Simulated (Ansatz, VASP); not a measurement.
# One calculation of SnS2, two programs

```
S Sn
1.0
     3.66788    0.00000    0.00000
    -1.83394    3.17648    0.00000
     0.00000    0.00000   55.15202
S Sn
6 3
Direct
  0.66667 0.33333 0.36776
  0.33333 0.66667 0.42147
  0.66667 0.33333 0.47319
  0.33333 0.66667 0.52681
  0.66667 0.33333 0.57853
  0.33333 0.66667 0.63224
  0.00000 0.00000 0.39464
  0.00000 0.00000 0.50000
  0.00000 0.00000 0.60536
```

Alike in both runs: functional PBE; dispersion D3(BJ); k mesh 9 × 9 × 1; occupations gaussian, width 0.02 eV; no spin polarisation.

Ansatz relaxed the structure, and its values are those at the end. VASP's run is a single point on that final structure, the one shown.

|  | VASP | Ansatz |
| --- | --- | --- |
| version | VASP 6.6.1 | Ansatz 0.2.0 |
| potentials or method | VASP PAW PBE potentials, release 64 (S, Sn_d), cutoff 520 eV | scalar-relativistic, plane waves, PAW |
| valence electrons in the cell | 78 | 78 |

```tsv
	VASP	Ansatz	Ansatz less VASP
gap on the k mesh at the Fermi level (eV)	1.48	1.47	-0.007
least direct gap on the mesh (eV)	1.72	1.72	+0.001
```

Ansatz's warnings: xc potential rough in thin density.
